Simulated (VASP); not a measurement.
# MgBe2Te3 (P4mm) in VASP: notebook

The runs below take MgBe2Te3 through relaxation of cell and atoms, with PBE.

All numbers are computed with VASP 6.6.1; they aren't measurements. Logs are shortened: lines on timing, memory, paths and dates and some standing lists are left out, and cuts for length are marked.

**1. The cell of the first run**

The structure is tetragonal, space group P4mm (No. 99). Conventional cell: a = 4.732 Å, b = 4.732 Å, c = 7.246 Å, α = 90.00°, β = 90.00°, γ = 90.00°. Mg (site symmetry 4mm) has 1 Be at 2.74 Å and 4 Te at 3.36 Å within 3.6 Å. Within 3.3 Å of Be (site symmetry 4mm) lie 4 Te at 2.48 Å and 1 Mg at 2.74 Å. Within 3.2 Å of Be (site symmetry 4mm) lie 5 Te at 2.40 to 2.62 Å. Te (site symmetry 2mm) has 4 Be at 2.48 to 2.62 Å within 3.3 Å. Te (site symmetry 4mm) has 1 Be at 2.40 Å within 3.2 Å.

**2. Relaxation of cell and atoms, PBE**

INCAR

```
ALGO     = Normal         # electronic algorithm
EDIFF    = 1E-6           # SCF threshold, eV
EDIFFG   = -0.04          # ionic threshold
ENCUT    = 600            # plane-wave cutoff, eV
GGA      = PE             # functional
IBRION   = 2              # ionic algorithm
ISIF     = 3              # what is computed and relaxed
ISMEAR   = 0              # smearing method
LASPH    = True           # aspherical terms in the spheres
LCHARG   = False          # write CHGCAR
LREAL    = False          # projectors in reciprocal space
LWAVE    = False          # write WAVECAR
NELM     = 60             # most SCF steps
NSW      = 90             # ionic steps
PREC     = Accurate       # precision mode
SIGMA    = 0.1            # smearing width, eV
```

KPOINTS

```
k-points
0
Gamma
  4 4 4
```

POSCAR

```
MgBe2Te3
1.0
    4.7320733094      0.0000000000      0.0000000000
    0.0000000000      4.7320733094      0.0000000000
    0.0000000000      0.0000000000      7.2463734802
Mg Be Te
1 2 3
Direct
    0.5000000000      0.5000000000      0.4899068676
    0.5000000000      0.5000000000      0.1119562649
    0.0000000000      0.0000000000      0.8555676390
    0.5000000000      0.0000000000      0.0092928409
    0.0000000000      0.5000000000      0.0092928409
    0.0000000000      0.0000000000      0.5239835768
```

Potentials or basis: VASP PAW PBE potentials, release 64 (Mg, Be, Te).

On the command line:

```sh
> cat potpaw_PBE.64/Mg/POTCAR potpaw_PBE.64/Be/POTCAR potpaw_PBE.64/Te/POTCAR > POTCAR
> mpirun -np 1 vasp_std > vasp.out
```

OUTCAR:

```text
EDIFF = 1E-6
   EDIFFG = -0.04
   ENCUT = 600
   GGA = PE
   IBRION = 2
   ISIF = 3
   ISMEAR = 0
   LASPH = True
   LREAL = False
   NELM = 60
   NSW = 90
   PREC = Accurate

 ion  position               nearest neighbor table
   1  0.500  0.500  0.490-   2 2.74   6 3.36   6 3.36   6 3.36   6 3.36
   2  0.500  0.500  0.112-   4 2.48   5 2.48   4 2.48   5 2.48   1 2.74
   3  0.000  0.000  0.856-   6 2.40   5 2.62   4 2.62   5 2.62   4 2.62
   4  0.500  0.000  0.009-   2 2.48   2 2.48   3 2.62   3 2.62   5 3.35   5 3.35   5 3.35   5 3.35

   5  0.000  0.500  0.009-   2 2.48   2 2.48   3 2.62   3 2.62   4 3.35   4 3.35   4 3.35   4 3.35

   6  0.000  0.000  0.524-   3 2.40   1 3.36   1 3.36   1 3.36   1 3.36

  LATTYP: Found a simple tetragonal cell.
 ALAT       =     4.7320733094
 C/A-ratio  =     1.5313316186

  Lattice vectors:

 A1 = (   4.7320733094,   0.0000000000,   0.0000000000)
 A2 = (   0.0000000000,   4.7320733094,   0.0000000000)
 A3 = (   0.0000000000,   0.0000000000,   7.2463734802)

Analysis of symmetry for initial positions (statically):
=====================================================================
 Subroutine PRICEL returns:
 Original cell was already a primitive cell.

 Routine SETGRP: Setting up the symmetry group for a
 simple tetragonal supercell.

 Subroutine GETGRP returns: Found  8 space group operations
 (whereof  8 operations were pure point group operations)
 out of a pool of 16 trial point group operations.

The static configuration has the point symmetry C_4v.

Analysis of symmetry for dynamics (positions and initial velocities):
=====================================================================
 Subroutine PRICEL returns:
 Original cell was already a primitive cell.

 Routine SETGRP: Setting up the symmetry group for a
 simple tetragonal supercell.

 Subroutine GETGRP returns: Found  8 space group operations
 (whereof  8 operations were pure point group operations)
 out of a pool of 16 trial point group operations.

The dynamic configuration has the point symmetry C_4v.

 Subroutine INISYM returns: Found  8 space group operations
 (whereof  8 operations are pure point group operations),
 and found     1 'primitive' translations

----------------------------------------------------------------------------------------

                                     Primitive cell

  volume of cell :     162.2645

  direct lattice vectors                    reciprocal lattice vectors
     4.732073309  0.000000000  0.000000000     0.211323861  0.000000000  0.000000000
     0.000000000  4.732073309  0.000000000     0.000000000  0.211323861  0.000000000
     0.000000000  0.000000000  7.246373480     0.000000000  0.000000000  0.138000063

  length of vectors
     4.732073309  4.732073309  7.246373480     0.211323861  0.211323861  0.138000063

  position of ions in fractional coordinates (direct lattice)
     0.500000000  0.500000000  0.489906868
     0.500000000  0.500000000  0.111956265
     0.000000000  0.000000000  0.855567639
     0.500000000  0.000000000  0.009292841
     0.000000000  0.500000000  0.009292841
     0.000000000  0.000000000  0.523983577

  ion indices of the primitive-cell ions
   primitive index   ion index
                 1           1
                 2           2
                 3           3
                 4           4
                 5           5
                 6           6

[... 71 lines left out ...]
   ISYM   =      2    0-nonsym 1-usesym 2-fastsym
   POTIM  = 0.5000    time-step for ionic-motion
   TEBEG  =    0.0;   TEEND  =   0.0 temperature during run
   PSTRESS=    0.0 pullay stress
   NELECT =      24.0000    total number of electrons
   NUPDOWN=      -1.0000    fix difference up-down
   EMIN   =  10.00;   EMAX   =-10.00  energy-range for DOS
   EFERMI =   0.00;   METHOD = LEGACY
   ISMEAR =     0;   SIGMA  =   0.10  broadening in eV -4-tet -1-fermi 0-gaus
   EFERMI_NEDOS =   21; number of points for ismear=-14 and -15
   IALGO  =     38    algorithm
   IMIX   =      4    mixing-type and parameters
     AMIX     =   0.40;   BMIX     =  1.00
     AMIX_MAG =   1.60;   BMIX_MAG =  1.00
  volume/ion in A,a.u.               =      27.04       182.50
  Fermi-wavevector in a.u.,A,eV,Ry     =   0.865773  1.636074 10.198422  0.749563
  Thomas-Fermi vector in A             =   1.984065
   LORBIT       =      0    0 simple, 1 ext, 2 COOP (PROOUT), +10 PAW based schemes
   GGA     = PE    functional components
   LHFCALC =     F    Hartree Fock is set to
   AEXX    =    0.0000 exact exchange contribution
   IVDW    =     0    specifies the selected vdW correction
   LEPSILON=     F    determine dielectric tensor
   LRPA    =     F    only Hartree local field effects (RPA)
 conjugate gradient relaxation of ions
 non-spin polarized calculation
 Gauss-broadening in eV      SIGMA  =   0.10
  energy-cutoff  :      600.00
  volume of cell :      162.26
 maximum number of plane-waves:      5465
 NGX is ok and might be reduce to    40
   NGX = 19   NGY = 19   NGZ = 29

--------------------------------------- Ionic step        1  -------------------------------------------

 number of electron      23.9999999 magnetization

 Free energy of the ion-electron system (eV)
  ---------------------------------------------------
  ext. energy  EPLUGINS =         0.00000000
  ---------------------------------------------------
  free energy    TOTEN  =       -17.78463265 eV

  energy without entropy =      -17.76790865  energy(sigma->0) =      -17.77627065

------------------------ aborting loop because EDIFF is reached ----------------------------------------

  FORCE on cell =-STRESS in cart. coord.  units (eV):
  Direction    XX          YY          ZZ          XY          YZ          ZX
  --------------------------------------------------------------------------------------
  -------------------------------------------------------------------------------------
  Total        0.1179877      0.1179877     -0.2493101      0.0000000      0.0000000      0.0000000
  in kB        1.1649942      1.1649942     -2.4616532      0.0000000      0.0000000      0.0000000
  external PRESSURE =      -0.0438883 kB  Pullay stress =       0.0000000 kB

 VOLUME and BASIS-vectors are now :
 -----------------------------------------------------------------------------
  energy-cutoff  :      600.00
  volume of cell :      162.26
      direct lattice vectors                 reciprocal lattice vectors
     4.732073309  0.000000000  0.000000000     0.211323861  0.000000000  0.000000000
     0.000000000  4.732073309  0.000000000     0.000000000  0.211323861  0.000000000
     0.000000000  0.000000000  7.246373480     0.000000000  0.000000000  0.138000063

 POSITION                                       TOTAL-FORCE (eV/Angst)
 -----------------------------------------------------------------------------------
      2.36604      2.36604      3.55005        -0.000000      0.000000      0.006253
      2.36604      2.36604      0.81128        -0.000000     -0.000000      0.009000
      0.00000      0.00000      6.19976        -0.000000     -0.000000      0.018117
      2.36604      0.00000      0.06734        -0.000000     -0.000000     -0.022482
      0.00000      2.36604      0.06734        -0.000000     -0.000000     -0.022482
      0.00000      0.00000      3.79698         0.000000     -0.000000      0.011594
 -----------------------------------------------------------------------------------
    total drift:                                0.000000      0.000000     -0.000123

  FREE ENERGIE OF THE ION-ELECTRON SYSTEM (eV)
  ---------------------------------------------------
  free  energy   TOTEN  =       -17.7846326538 eV

  energy  without entropy=      -17.7679086450  energy(sigma->0) =      -17.77627065

--------------------------------------- Ionic step        2  -------------------------------------------

 number of electron      23.9999999 magnetization

 Free energy of the ion-electron system (eV)
  ---------------------------------------------------
  ext. energy  EPLUGINS =         0.00000000
  ---------------------------------------------------
  free energy    TOTEN  =       -17.78521605 eV

  energy without entropy =      -17.76872889  energy(sigma->0) =      -17.77697247

 E-fermi :   4.2285     XC(G=0):  -8.5441

 val. band max:        4.1918663677   @ k =   0.5000   0.2500   0.0000
 cond. band min:       4.2619212348   @ k =   0.0000   0.0000   0.2500
 fundamental gap:      0.0700548671
 Fermi energy:         4.2285158239

 k-point     1 :       0.0000    0.0000    0.0000
  band No.  band energies     occupation
      1      -8.7227      2.00000
      2      -6.3161      2.00000
      3      -5.3260      2.00000
      4      -0.8585      2.00000
      5      -0.8456      2.00000
      6      -0.8456      2.00000
[... 319 lines left out ...]
      3      -6.0853      2.00000
      4      -2.5785      2.00000
      5      -2.2085      2.00000
      6       0.7005      2.00000
[... 8 lines left out ...]
     15       6.5867      0.00000
     16       7.6967      0.00000

------------------------ aborting loop because EDIFF is reached ----------------------------------------

  FORCE on cell =-STRESS in cart. coord.  units (eV):
  Direction    XX          YY          ZZ          XY          YZ          ZX
  --------------------------------------------------------------------------------------
  -------------------------------------------------------------------------------------
  Total        0.0110990      0.0110990     -0.1457209      0.0000000      0.0000000      0.0000000
  in kB        0.1096024      0.1096024     -1.4389865      0.0000000      0.0000000      0.0000000
  external PRESSURE =      -0.4065939 kB  Pullay stress =       0.0000000 kB

 VOLUME and BASIS-vectors are now :
 -----------------------------------------------------------------------------
  energy-cutoff  :      600.00
  volume of cell :      162.25
      direct lattice vectors                 reciprocal lattice vectors
     4.736562502  0.000000000  0.000000000     0.211123573  0.000000000  0.000000000
     0.000000000  4.736562502 -0.000000000     0.000000000  0.211123573  0.000000000
     0.000000000  0.000000000  7.231847663     0.000000000  0.000000000  0.138277249

 POSITION                                       TOTAL-FORCE (eV/Angst)
 -----------------------------------------------------------------------------------
      2.36828      2.36828      3.54323        -0.000000     -0.000000      0.012185
      2.36828      2.36828      0.81008        -0.000000     -0.000000     -0.005680
      4.73656      4.73656      6.18821        -0.000000     -0.000000      0.035746
      2.36828      4.73656      0.06612        -0.000000      0.000000     -0.013399
      4.73656      2.36828      0.06612         0.000000      0.000000     -0.013399
      0.00000      4.73656      3.78993        -0.000000     -0.000000     -0.015453
 -----------------------------------------------------------------------------------
    total drift:                                0.000000      0.000000     -0.000096

  FREE ENERGIE OF THE ION-ELECTRON SYSTEM (eV)
  ---------------------------------------------------
  free  energy   TOTEN  =       -17.7852160471 eV

  energy  without entropy=      -17.7687288883  energy(sigma->0) =      -17.77697247

 reached required accuracy - stopping structural energy minimisation
```

It took 61 s on 1 thread of AMD EPYC 9R45 (Zen 5), shared host; peak memory 0.31 GiB.

What came out:

```
Free energy                            : -17.7852 eV
Relaxed volume                         : 27.04 Å³/atom
Relaxed cell                           : a = 4.737 Å, b = 4.737 Å, c = 7.232 Å, α = 90.00°, β = 90.00°, γ = 90.00°
Space group after relaxing (to 0.05 Å) : P4mm (No. 99)
Energy gained by relaxing              : 0.1 meV/atom
Ionic steps                            : 2
Pressure after relaxing                : 0.0 GPa
Largest force after relaxing           : 0.036 eV/Å
Band gap on the k mesh                 : zero (band 12 reaches 5.84 eV, above the bottom of band 13 at 3.65 eV)
```

Forces in eV/Å, atoms in the order of the input:
```
Mg   0.000  0.000  0.012
Be   0.000  0.000 -0.006
Be   0.000  0.000  0.036
Te   0.000  0.000 -0.013
Te   0.000  0.000 -0.013
Te   0.000  0.000 -0.015
```

Step by step:
```csv
step,energy change (eV),largest force (eV/Å),pressure (GPa),volume (Å³)
1,0.0000,0.0225,0.00,162.26
2,-0.0006,0.0357,-0.04,162.25
```

Final structure:
```
Mg Be Te
1.0
     4.73656    0.00000    0.00000
     0.00000    4.73656    0.00000
     0.00000    0.00000    7.23185
Mg Be Te
1 2 3
Direct
  0.50000 0.50000 0.48995
  0.50000 0.50000 0.11202
  0.00000 0.00000 0.85569
  0.50000 0.00000 0.00914
  0.00000 0.50000 0.00914
  0.00000 0.00000 0.52406
```

Caveat: spin-orbit coupling is left out, which moves the levels of the heavy elements.

[end of part 1 of 2]
